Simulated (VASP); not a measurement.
**N2: single point with PBE**

N2, in a box:

```
N
1.0
     9.00000    0.00000    0.00000
     0.00000    9.50000    0.00000
     0.00000    0.00000   10.00000
N
2
Direct
  0.50000 0.50000 0.44489
  0.50000 0.50000 0.55511
```

```json
{"Program": "VASP 6.6.1", "Task": "single point", "Functional": "PBE", "Potentials or basis": "VASP PAW PBE potentials, release 64 (N_h)", "Cutoff": "1000 eV", "k mesh": "1 × 1 × 1", "Occupations": "fermi-dirac, width 0.05 eV", "Spin": "no spin polarisation"}
```

```yaml
Largest_force: 0.062 eV/Å
Gap_between_the_frontier_levels: 8.25 eV
```

Forces in eV/Å, atoms in the order of the input:
```
N    0.000  0.000 -0.062
N    0.000  0.000  0.062
```

Levels at points of the mesh, in eV from the valence-band top:
| k point | band 2 | band 3 | band 4 | band 5 | band 6 | band 7 | band 8 | band 9 |
| --- | --- | --- | --- | --- | --- | --- | --- | --- |
| (0.00, 0.00, 0.00) | -3.28 | -1.35 | -1.35 | 0.00 | 8.25 | 8.25 | 9.87 | 11.25 |

Wall time 120 s on 1 thread of Intel(R) Xeon(R) Platinum 8375C CPU @ 2.90GHz (Ice Lake) (shared host), peak memory 1.5 GiB.
